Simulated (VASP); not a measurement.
# Sb (R-3m) in VASP: notebook

The runs below take Sb through single point, with PBEsol.

Program: VASP 6.6.1. These are calculated values, not measurements. Logs are shortened: lines on timing, memory, paths and dates and some standing lists are left out, and cuts for length are marked.

**1. The cell of the first run**

Symmetry: R-3m, No. 166, trigonal system. Conventional cell: a = 4.189 Å, b = 4.189 Å, c = 10.661 Å, α = 90.00°, β = 90.00°, γ = 120.00°. Sb (site symmetry 3m) has 6 Sb at 2.86 to 3.15 Å within 3.8 Å.

**2. Single point, PBEsol**

Contents of INCAR:

```
  PREC = Accurate
  ENCUT = 500
  EDIFF = 1E-6
  ISMEAR = 0
  SIGMA = 0.1
  LREAL = False
  LASPH = True
  NELM = 120
  ALGO = Normal
  ISIF = 2
  LWAVE = False
  LCHARG = False
  GGA = PS
  NBANDS = 22
  GGA_COMPAT = False
```

Contents of KPOINTS:

```
Automatic mesh
0
Gamma
  6 6 6
```

Contents of POSCAR:

```
Sb
1.0
    2.0944069645      1.2092064248      3.5535001936
   -2.0944069645      1.2092064248      3.5535001936
    0.0000000000     -2.4184128495      3.5535001936
Sb
2
Direct
    0.2386342958      0.2386342958      0.2386342958
    0.7613657042      0.7613657042      0.7613657042
```

Potentials or basis: VASP PAW PBE potentials, release 64 (Sb_d_GW).

Launch:

```sh
cat potpaw_PBE.64/Sb_d_GW/POTCAR > POTCAR
mpirun -np 1 vasp_std > vasp.out
```

OUTCAR:

```text
PREC = Accurate
   ENCUT = 500
   EDIFF = 1E-6
   ISMEAR = 0
   LREAL = False
   LASPH = True
   NELM = 120
   ISIF = 2
   GGA = PS

 ion  position               nearest neighbor table
   1  0.239  0.239  0.239-   2 2.86   2 2.86   2 2.86   2 3.15   2 3.15   2 3.15
   2  0.761  0.761  0.761-   1 2.86   1 2.86   1 2.86   1 3.15   1 3.15   1 3.15

  LATTYP: Found a trigonal (rhomboedric) cell.
 ALAT       =     4.2983815950
 COS(alpha) =     0.5251655650

  Lattice vectors:

 A1 = (   2.0944069645,   1.2092064248,   3.5535001936)
 A2 = (  -2.0944069645,   1.2092064248,   3.5535001936)
 A3 = (   0.0000000000,  -2.4184128495,   3.5535001936)

Analysis of symmetry for initial positions (statically):
=====================================================================
 Subroutine PRICEL returns:
 Original cell was already a primitive cell.

 Routine SETGRP: Setting up the symmetry group for a
 trigonal (rhombohedral) supercell.

 Subroutine GETGRP returns: Found 12 space group operations
 (whereof 12 operations were pure point group operations)
 out of a pool of 12 trial point group operations.

The static configuration has the point symmetry D_3d.

Analysis of symmetry for dynamics (positions and initial velocities):
=====================================================================
 Subroutine PRICEL returns:
 Original cell was already a primitive cell.

 Routine SETGRP: Setting up the symmetry group for a
 trigonal (rhombohedral) supercell.

 Subroutine GETGRP returns: Found 12 space group operations
 (whereof 12 operations were pure point group operations)
 out of a pool of 12 trial point group operations.

The dynamic configuration has the point symmetry D_3d.

 Subroutine INISYM returns: Found 12 space group operations
 (whereof 12 operations are pure point group operations),
 and found     1 'primitive' translations

----------------------------------------------------------------------------------------

                                     Primitive cell

  volume of cell :      53.9969

  direct lattice vectors                    reciprocal lattice vectors
     2.094406965  1.209206425  3.553500194     0.238731063  0.137831443  0.093804225
    -2.094406965  1.209206425  3.553500194    -0.238731063  0.137831443  0.093804225
[... 78 lines left out ...]
   ICHARG =      2    charge: 1-file 2-atom 10-const
   ISPIN  =      1    spin polarized calculation?
   LNONCOLLINEAR =      F non collinear calculations
   LSORBIT =      F    spin-orbit coupling
   LASPH  =      T    aspherical Exc in radial PAW
   ENCUT  =  500.0 eV  36.75 Ry    6.06 a.u.   7.84  7.84  7.84*2*pi/ulx,y,z
   NELM   =    120;   NELMIN=  2; NELMDL= -5     # of ELM steps
   EDIFF  = 0.1E-05   stopping-criterion for ELM
   LREAL  =      F    real-space projection
   EDIFFG = 0.1E-04   stopping-criterion for IOM
   NSW    =      0    number of steps for IOM
   IBRION =     -1    ionic relax: 0-MD 1-quasi-New 2-CG
   NFREE  =      0    steps in history (QN), initial steepest desc. (CG)
   ISIF   =      2    stress and relaxation
   ISYM   =      2    0-nonsym 1-usesym 2-fastsym
   POTIM  = 0.5000    time-step for ionic-motion
   TEBEG  =    0.0;   TEEND  =   0.0 temperature during run
   PSTRESS=    0.0 pullay stress
   NELECT =      30.0000    total number of electrons
   NUPDOWN=      -1.0000    fix difference up-down
   EMIN   =  10.00;   EMAX   =-10.00  energy-range for DOS
   EFERMI =   0.00;   METHOD = LEGACY
   ISMEAR =     0;   SIGMA  =   0.10  broadening in eV -4-tet -1-fermi 0-gaus
   EFERMI_NEDOS =   21; number of points for ismear=-14 and -15
   IALGO  =     38    algorithm
   IMIX   =      4    mixing-type and parameters
     AMIX     =   0.40;   BMIX     =  1.00
     AMIX_MAG =   1.60;   BMIX_MAG =  1.00
  volume/ion in A,a.u.               =      27.00       182.19
  Fermi-wavevector in a.u.,A,eV,Ry     =   1.345836  2.543262 24.643894  1.811275
  Thomas-Fermi vector in A             =   2.473717
   LORBIT       =      0    0 simple, 1 ext, 2 COOP (PROOUT), +10 PAW based schemes
   GGA     = PS    functional components
   LHFCALC =     F    Hartree Fock is set to
   AEXX    =    0.0000 exact exchange contribution
   IVDW    =     0    specifies the selected vdW correction
   LEPSILON=     F    determine dielectric tensor
   LRPA    =     F    only Hartree local field effects (RPA)
 non-spin polarized calculation
 Gauss-broadening in eV      SIGMA  =   0.10
  energy-cutoff  :      500.00
  volume of cell :       54.00
 maximum number of plane-waves:      1410
   NGX = 15   NGY = 15   NGZ = 15

 number of electron      29.9999997 magnetization

 Free energy of the ion-electron system (eV)
  ---------------------------------------------------
  ext. energy  EPLUGINS =         0.00000000
  ---------------------------------------------------
  free energy    TOTEN  =        -9.06845677 eV

  energy without entropy =       -9.06704093  energy(sigma->0) =       -9.06774885

 E-fermi :   6.3784     XC(G=0): -10.6078

 val. band max:        6.3633201494   @ k =   0.5000  -0.0000  -0.0000
 cond. band min:       6.5953135243   @ k =   0.5000  -0.0000  -0.0000
 fundamental gap:      0.2319933749
 Fermi energy:         6.3784474892

 k-point     1 :       0.0000    0.0000    0.0000
  band No.  band energies     occupation
      1     -23.1159      2.00000
      2     -23.1159      2.00000
      3     -22.9943      2.00000
      4     -22.9943      2.00000
      5     -22.9799      2.00000
      6     -22.8449      2.00000
[... 589 lines left out ...]
     21      17.3227      0.00000
     22      17.6017      0.00000

 [... further k-points ...]

------------------------ aborting loop because EDIFF is reached ----------------------------------------

  FORCE on cell =-STRESS in cart. coord.  units (eV):
  Direction    XX          YY          ZZ          XY          YZ          ZX
  --------------------------------------------------------------------------------------
  -------------------------------------------------------------------------------------
  Total        2.1926470      2.1926470      2.0508996     -0.0000000      0.0000000      0.0000000
  in kB       65.0594205     65.0594205     60.8535424     -0.0000000      0.0000000      0.0000000
  external PRESSURE =      63.6574612 kB  Pullay stress =       0.0000000 kB

 VOLUME and BASIS-vectors are now :
 -----------------------------------------------------------------------------
  energy-cutoff  :      500.00
  volume of cell :       54.00
      direct lattice vectors                 reciprocal lattice vectors
     2.094406965  1.209206425  3.553500194     0.238731063  0.137831443  0.093804225
    -2.094406965  1.209206425  3.553500194    -0.238731063  0.137831443  0.093804225
     0.000000000 -2.418412850  3.553500194     0.000000000 -0.275662886  0.093804225

 POSITION                                       TOTAL-FORCE (eV/Angst)
 -----------------------------------------------------------------------------------
      0.00000      0.00000      2.54396         0.000000      0.000000      0.044977
      0.00000      0.00000      8.11654         0.000000     -0.000000     -0.044977
 -----------------------------------------------------------------------------------
    total drift:                                0.000000     -0.000000      0.000000

  FREE ENERGIE OF THE ION-ELECTRON SYSTEM (eV)
  ---------------------------------------------------
  free  energy   TOTEN  =        -9.0684567656 eV

  energy  without entropy=       -9.0670409308  energy(sigma->0) =       -9.06774885
```

stdout:

```text
POSCAR found type information on POSCAR Sb
 POSCAR found :  1 types and       2 ions
 scaLAPACK will be used
 -----------------------------------------------------------------------------
|                                                                             |
|                                                                             |
|     You enforced a specific xc type in the INCAR file but a different       |
|     I HOPE YOU KNOW WHAT YOU ARE DOING!                                     |
|                                                                             |
 -----------------------------------------------------------------------------

 LDA part: xc-table for (Slater+PW92), standard interpolation
 POSCAR, INCAR and KPOINTS ok, starting setup
 FFT: planning ... GRIDC
 FFT: planning ... GRID_SOFT
 FFT: planning ... GRID
 WAVECAR not read
 entering main loop
```

It took 16 s on 1 thread of Intel Xeon 6975P-C (Granite Rapids), shared host; peak memory 0.19 GiB.

What came out:

- Free energy: -9.0685 eV
- Pressure: 6.4 GPa
- Largest force: 0.045 eV/Å
- Band gap on the k mesh: zero (bands 15 and 16 overlap by 0.61 eV)

Forces on the atoms (eV/Å):
```
Sb   0.000  0.000  0.045
Sb   0.000  0.000 -0.045
```

Caveat: the cell stands under pressure; the PAW data sets were made with another functional, which shifts forces and pressure a little; spin-orbit coupling is left out, which moves the levels of the heavy elements.

**3. Single point, PBEsol**

Contents of INCAR:

```
ALGO = Normal ; EDIFF = 1E-6
ENCUT = 500 ; GGA = PS
GGA_COMPAT = False ; ISIF = 2
ISMEAR = 0 ; LASPH = True
LCHARG = True ; LELF = True
LREAL = False ; LVHAR = True
LWAVE = False ; NBANDS = 22
NELM = 120 ; PREC = Accurate
SIGMA = 0.1
```

Contents of KPOINTS:

```
k-points
0
Gamma
  6 6 6
```

Contents of POSCAR:

```
Sb
1.0
    2.0935312962      1.2087008574      3.5514985729
   -2.0935312962      1.2087008574      3.5514985729
    0.0000000000     -2.4174017148      3.5514985729
Sb
2
Direct
    0.2387094459      0.2387094459      0.2387094459
    0.7612905541      0.7612905541      0.7612905541
```

Potentials or basis: VASP PAW PBE potentials, release 64 (Sb_d_GW).

Launch:

```sh
cat potpaw_PBE.64/Sb_d_GW/POTCAR > POTCAR
mpirun -np 1 vasp_std > vasp.out
```

Run time: 40 s. Hardware: 1 thread of Intel Xeon Platinum 8259CL at 2.50GHz (Skylake/Cascade Lake), shared host; peak memory 0.2 GiB.

It converged, with:

| Property | Result |
| --- | --- |
| Free energy | -9.0655 eV |
| Pressure | 6.5 GPa |
| Largest force | 0.045 eV/Å |
| Band gap on the k mesh | zero (bands 15 and 16 overlap by 0.62 eV) |

Forces on the atoms (eV/Å):
```
Sb   0.000  0.000  0.045
Sb   0.000  0.000 -0.045
```

Stress tensor (GPa, compression positive):
```
6.61 0.00 0.00
0.00 6.61 0.00
0.00 0.00 6.18
```

Levels at points of the mesh, in eV from the Fermi level:
| k point | band 11 | band 12 | band 13 | band 14 | band 15 | band 16 | band 17 | band 18 | band 19 | band 20 |
| --- | --- | --- | --- | --- | --- | --- | --- | --- | --- | --- |
| (0.00, 0.00, 0.00) | -13.52 | -4.14 | -2.22 | -1.95 | -1.95 | 2.70 | 3.10 | 3.10 | 4.85 | 4.85 |
| (0.50, 0.00, 0.00) | -10.75 | -10.24 | -1.73 | -1.62 | -0.49 | -0.04 | -0.02 | 0.22 | 8.21 | 9.02 |
| (0.50, 0.50, 0.00) | -10.70 | -7.88 | -6.26 | -4.27 | -4.13 | 1.36 | 5.63 | 5.91 | 8.11 | 9.70 |
| (0.50, 0.50, 0.50) | -11.36 | -9.83 | -1.25 | -1.25 | -0.27 | -0.27 | -0.16 | 0.96 | 7.82 | 9.39 |

Caveat: the cell stands under pressure; the PAW data sets were made with another functional, which shifts forces and pressure a little; spin-orbit coupling is left out, which moves the levels of the heavy elements.

[end of part 1 of 2]

The gap in the log of VASP goes by the Fermi energy; the results here count the filled bands.